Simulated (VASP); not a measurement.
**Al: single point with PBEsol**

Al:

```
Al
1.0
     0.00000    2.01106    2.01106
     2.01106    0.00000    2.01106
     2.01106    2.01106    0.00000
Al
1
Direct
  0.00000 0.00000 0.00000
```

| Item | Value |
| --- | --- |
| Program | VASP 6.6.1 |
| Task | single point |
| Functional | PBEsol |
| Potentials or basis | VASP PAW PBE potentials, release 64 (Al) |
| Cutoff | 520 eV |
| k mesh | 9 × 9 × 9 |
| Occupations | fermi-dirac, width 0.02 eV |
| Spin | no spin polarisation |

```yaml
Pressure: 0.1 GPa
```

Levels at points of the mesh, in eV from the Fermi level:
| k point | band 1 | band 2 | band 3 | band 4 | band 5 |
| --- | --- | --- | --- | --- | --- |
| (0.00, 0.00, 0.00) | -11.21 | 12.69 | 12.69 | 12.69 | 14.29 |

It took 2.1 s on 1 thread of Intel(R) Xeon(R) Platinum 8559C (Emerald Rapids), on a shared host, peak memory 0.13 GiB.

Caveat: the PAW data sets were made with another functional, which shifts forces and pressure a little.
